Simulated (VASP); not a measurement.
Here is a VASP 6.6.1 calculation.

Contents of POSCAR:

```
Pt
1.0
   -1.5842200000      1.5842200000      1.6396677000
    1.5842200000     -1.5842200000      1.6396677000
    1.5842200000      1.5842200000     -1.6396677000
Pt
1
Direct
    0.0000000000      0.0000000000      0.0000000000
```

Contents of INCAR.step1:

```
SYSTEM = Pt
PREC = Accurate
ENCUT = 520
ISMEAR = 0
SIGMA = 0.15
LREAL = .FALSE.
LASPH = .TRUE.
NELM = 80
NBANDS = 11
GGA = PE
ALGO = Normal
EDIFF = 1E-4
LWAVE = .TRUE.
LCHARG = .FALSE.
```

INCAR.step2

```
SYSTEM = Pt
PREC = Accurate
ENCUT = 520
EDIFF = 1E-6
ISMEAR = 0
SIGMA = 0.15
LREAL = .FALSE.
LASPH = .TRUE.
NELM = 80
ALGO = Normal
ISIF = 2
LWAVE = .FALSE.
LCHARG = .FALSE.
METAGGA = R2SCAN
LMIXTAU = .TRUE.
NBANDS = 11
ISTART = 1
```

The input KPOINTS:

```
Automatic mesh
0
G
  22 22 22
  0 0 0
```

Potentials or basis: VASP PAW PBE potentials, release 64 (Pt).

Command:

```console
$ cat potpaw_PBE.64/Pt/POTCAR > POTCAR
$ cp INCAR.step1 INCAR
$ mpirun -np 1 vasp_std > vasp.out
$ cp INCAR.step2 INCAR
$ mpirun -np 1 vasp_std > vasp.out
```

Task: What does it give for the band gap on the k mesh?

Result: Zero (bands 5 and 6 overlap by 2.19 eV).

Task: What does it give for the pressure?

Result: -13.1 GPa.

Stress tensor (GPa, compression positive):
```
-13.91   0.00   0.00
  0.00 -13.91   0.00
  0.00   0.00 -11.50
```

Caveat: the cell differs from its parent crystal (strain +0.0350 x Voigt [0, 0, 1, 0, 0, 0]); the cell stands under tension; the PAW data sets were made with another functional, which shifts forces and pressure a little; spin-orbit coupling is left out, which moves the levels of the heavy elements.
